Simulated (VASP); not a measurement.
## MgO: single point with PBEsol

The system is MgO.

```
Mg O
1.0
     3.58972    0.00000    0.00000
    -1.79486    3.10879    0.00000
     0.00000    0.00000    3.81659
Mg O
2 2
Direct
  0.66667 0.33333 0.75000
  0.33333 0.66667 0.25000
  0.66667 0.33333 0.25000
  0.33333 0.66667 0.75000
```

This cell differs from its parent crystal: volume 10.648 Å^3 an atom, c/a of the conventional cell 1.0632.

```yaml
Program: VASP 6.6.1
Task: single point
Functional: PBEsol
Potentials_or_basis: VASP PAW PBE potentials, release 64 (Mg, O)
Cutoff: 520 eV
k_mesh: 9 × 9 × 6
Occupations: gaussian, width 0.05 eV
Spin: no spin polarisation
Dipole_correction: no
Further_INCAR_settings: ALGO = Normal; EDIFF = 1e-06; NBANDS = 16
```

```
Pressure               : 11.2 GPa
Band gap on the k mesh : 3.57 eV, direct
```

Stress tensor (GPa, compression positive):
```
-0.42  0.00  0.00
 0.00 -0.42  0.00
 0.00  0.00 34.51
```

Levels at points of the mesh, in eV from the valence-band top:
```tsv
k point	band 5	band 6	band 7	band 8	band 9	band 10	band 11	band 12
(0.00, 0.00, 0.00)	-1.86	-0.56	-0.56	0.00	3.57	10.44	12.10	12.10
(0.00, 0.00, 0.50)	-1.24	-1.24	-1.24	-1.24	6.75	6.75	12.44	12.44
```

It took 16 s on 1 thread of Intel(R) Xeon(R) 6975P-C (Granite Rapids), on a shared host, peak memory 0.17 GiB.

Caveat: the PAW data sets were made with another functional, which shifts forces and pressure a little.
